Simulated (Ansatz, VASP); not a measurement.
## C in VASP and in Ansatz

File INCAR:

```
SYSTEM = C
PREC = Accurate
ENCUT = 600
EDIFF = 1E-7
ISMEAR = 0
SIGMA = 0.02
LREAL = .False.
LASPH = .True.
NELM = 120
ALGO = Normal
ISIF = 3
LWAVE = .False.
LCHARG = .False.
GGA = CA
IBRION = 2
NSW = 100
EDIFFG = -0.002
GGA_COMPAT = .False.
NELMIN = 4
```

Contents of KPOINTS:

```
Automatic mesh
0
Gamma
  12 12 12
  0 0 0
```

POSCAR

```
C
1.0
    0.0000000000      1.7657957124      1.7657957124
    1.7657957124      0.0000000000      1.7657957124
    1.7657957124      1.7657957124      0.0000000000
C
2
Direct
    0.0000000000      0.0000000000      0.0000000000
    0.2500000000      0.2500000000      0.2500000000
```

Input for Ansatz:

```yaml
crystal:
  lattice:
    - [0.0, 1.7657957124, 1.7657957124]
    - [1.7657957124, 0.0, 1.7657957124]
    - [1.7657957124, 1.7657957124, 0.0]
  atoms:
    - { symbol: C, position: [0.0, 0.0, 0.0] }
    - { symbol: C, position: [0.25, 0.25, 0.25] }
basis:
  ecutwfc: 420
kpoints:
  mp_grid: { grid: [12, 12, 12] }
hamiltonian:
  xc: lda
  pseudopotentials: { kind: paw, azcp: { folder: soft_1 } }
scf:
  occupations: { method: gaussian, width: 0.02 }
output:
  forces: true
  stress: true
  eigenvalues: true
relax:
  adjacent_minimum: "off"
  f_tol: 0.002
  max_steps: 80
  cell: { stress_tol: 0.02 }
```

Alike in both runs: task relaxation of cell and atoms; functional LDA; k mesh 12 × 12 × 12; occupations gaussian, width 0.02 eV; no spin polarisation.

```csv
,VASP,Ansatz
version,VASP 6.6.1,Ansatz 0.2.0
potentials or method,"VASP PAW LDA potentials, release 64 (C), cutoff 600 eV","scalar-relativistic, plane waves, PAW"
valence electrons in the cell,8,8
```

```csv
,VASP,Ansatz,Ansatz less VASP
"gap on the k mesh at the Fermi level, each at its own relaxed structure (eV)",4.19,4.20,+0.009
relaxed volume (Å³/atom),5.52,5.51,-0.011
relaxed cell length with the largest relative difference (Å),2.499,2.497,-0.0017
```

Ansatz warns that its potentials were made for another functional, while VASP's fit it. LDA's correlation is that of Perdew and Zunger in VASP and of Perdew and Wang (1992) in Ansatz.
